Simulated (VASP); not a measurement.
Set up this calculation in VASP 6.6.1, as the native input.

- Task: relaxation of cell and atoms
- Functional: PBE
- Potentials or basis: VASP PAW PBE potentials, release 64 (Br)
- Cutoff: 500 eV
- k mesh: 6 × 6 × 6
- Occupations: gaussian, width 0.02 eV
- Spin: no spin polarisation
- Target pressure: 30 GPa
- Dipole correction: no
- Further INCAR settings: ALGO = Normal; EDIFF = 1e-07; IBRION = 2; EDIFFG = -0.03; NSW = 80; ISIF = 3

The structure of Br lies in POSCAR:

```
Br
1.0
    0.0000000000      3.2400000000      3.2400000000
    3.2400000000      0.0000000000      3.2400000000
    3.2400000000      3.2400000000      0.0000000000
Br
2
Direct
    1.0000000000      1.0000000000      1.0000000000
    0.2500000000      0.2500000000      0.2500000000
```

The input as run:

INCAR

```
SYSTEM = Br
PREC = Accurate
ENCUT = 500
EDIFF = 1E-7
ISMEAR = 0
SIGMA = 0.02
LREAL = .FALSE.
LASPH = .TRUE.
NELM = 120
ALGO = Normal
ISIF = 3
LWAVE = .FALSE.
LCHARG = .FALSE.
GGA = PE
IBRION = 2
NSW = 80
EDIFFG = -0.03
PSTRESS = 300.0
GGA_COMPAT = .FALSE.
NELMIN = 4
```

KPOINTS

```
regular mesh
0
G
  6 6 6
  0 0 0
```

Potentials or basis: VASP PAW PBE potentials, release 64 (Br).

Launch:

```bash
$ cat potpaw_PBE.64/Br/POTCAR > POTCAR
$ mpirun -np 1 vasp_std > vasp.out
```

It gave:

```
Relaxed volume                                             : 24.87 Å³/atom
Relaxed cell                                               : a = 4.128 Å, b = 4.128 Å, c = 4.128 Å, α = 60.00°, β = 60.00°, γ = 60.00°
Space group after relaxing (to 0.1 Å)                      : Fd-3m (No. 227)
Energy change on relaxing (the run minimises the enthalpy) : +888.3 meV/atom
Ionic steps                                                : 5
Pressure after relaxing                                    : 30.0 GPa
Band gap on the k mesh                                     : zero (bands 7 and 8 overlap by 3.37 eV)
```

Caveat: the cell is relaxed towards a set pressure, so the run minimises the enthalpy, not the energy; the volume moved by over 15 % at a fixed basis, so the end points are rough.

It took 26 s on 1 thread of Intel(R) Xeon(R) 6975P-C (Granite Rapids) (shared host), peak memory 0.21 GiB.
